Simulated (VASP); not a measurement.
Write the native input for VASP 6.6.1 that does the following.

```
Task                   : relaxation of cell and atoms
Functional             : PBE
Potentials or basis    : VASP PAW PBE potentials, release 64 (Li_sv, H)
Cutoff                 : 600 eV
k mesh                 : 4 × 4 × 4
Occupations            : gaussian, width 0.1 eV
Spin                   : no spin polarisation
Dipole correction      : no
Further INCAR settings : ALGO = Normal; EDIFF = 1e-07; IBRION = 2; EDIFFG = -0.04; NSW = 90; ISIF = 3
```

The structure of Li2H lies in POSCAR:

```
Li2H
1.0
    0.0000000000      3.5312743432      3.1616866354
    3.5043221857      0.0000000000      3.1616866354
    3.5043221857      3.5312743432      0.0000000000
Li H
4 2
Direct
    0.7464721818      0.2535278182      0.2736961796
    0.2535278182      0.7464721818      0.7263038204
    0.9763038204      0.5236961796      0.5035278182
    0.5236961796      0.9763038204      0.9964721818
    0.6666666667      0.6666666667      0.3333333333
    0.9166666667      0.9166666667      0.5833333333
```

The input as run:

INCAR

```
PREC = Accurate
ENCUT = 600
EDIFF = 1E-7
ISMEAR = 0
SIGMA = 0.1
LREAL = F
LASPH = T
NELM = 80
ALGO = Normal
ISIF = 3
LWAVE = F
LCHARG = F
GGA = PE
IBRION = 2
NSW = 90
EDIFFG = -0.04
```

KPOINTS

```
regular mesh
0
Gamma
  4 4 4
```

Potentials or basis: VASP PAW PBE potentials, release 64 (Li_sv, H).

Command:

```sh
$ cat potpaw_PBE.64/Li_sv/POTCAR potpaw_PBE.64/H/POTCAR > POTCAR
$ mpirun -np 1 vasp_std > vasp.out
```

Results of the run:

```
Relaxed volume                         : 11.64 Å³/atom
Relaxed cell                           : a = 5.034 Å, b = 4.125 Å, c = 5.039 Å, α = 65.76°, β = 48.35°, γ = 65.89°
Space group after relaxing (to 0.05 Å) : I4_1/amd (No. 141)
Energy gained by relaxing              : 54.0 meV/atom
Ionic steps                            : 22
Pressure after relaxing                : -0.2 GPa
Largest force after relaxing           : 0.017 eV/Å
Band gap on the k mesh                 : zero (band 7 reaches 3.02 eV, above the bottom of band 8 at 0.94 eV)
```

Caveat: the k points lie up to 0.43 Å⁻¹ apart in the final cell; the cutoff is under 1.25 times the usual one of these potentials, so pressure, stress and relaxed cells hold a basis-set (Pulay) error.

It took 5.4 min on 1 thread of Intel(R) Xeon(R) Platinum 8259CL CPU @ 2.50GHz (Skylake/Cascade Lake) (shared host), peak memory 0.23 GiB.
